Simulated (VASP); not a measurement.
Runs of VASP 6.6.1 on GaAs. The structure is that of space group F-43m (No. 216), or close to it. The cells are those of the table. 

```tsv
task	level	cell	k mesh	cutoff (eV)	ions in elastic constants	gap on the mesh (eV)	pressure (GPa)
single point	r2SCAN	a = 4.076 Å, angles 60.0°, 2 atoms	8 × 8 × 8	520	-	0.54	(a)
single point	r2SCAN+rVV10	a = 3.993 Å, angles 60.0°, 2 atoms	8 × 8 × 8	520	-	1.01	0.1
single point	PBEsol+D3(BJ)	a = 3.962 Å, angles 60.0°, 2 atoms	8 × 8 × 8	520	-	(b)	0.2
single point	PBE+D4	a = 4.002 Å, angles 60.0°, 2 atoms	8 × 8 × 8	520	-	0.50	0.2
```

Alike in all rows: potentials or basis VASP PAW PBE potentials, release 64 (As, Ga_d); no spin polarisation; smearing fermi-dirac 0.05 eV.

**Question.** Estimate the missing entries.

**Answer.** (a) -3.2; (b) 0.66.

Caveats: the PAW data sets were made with another functional, which shifts forces and pressure a little (some runs).

A k mesh can miss the band edges, and the runs leave out spin-orbit coupling on As, Ga.
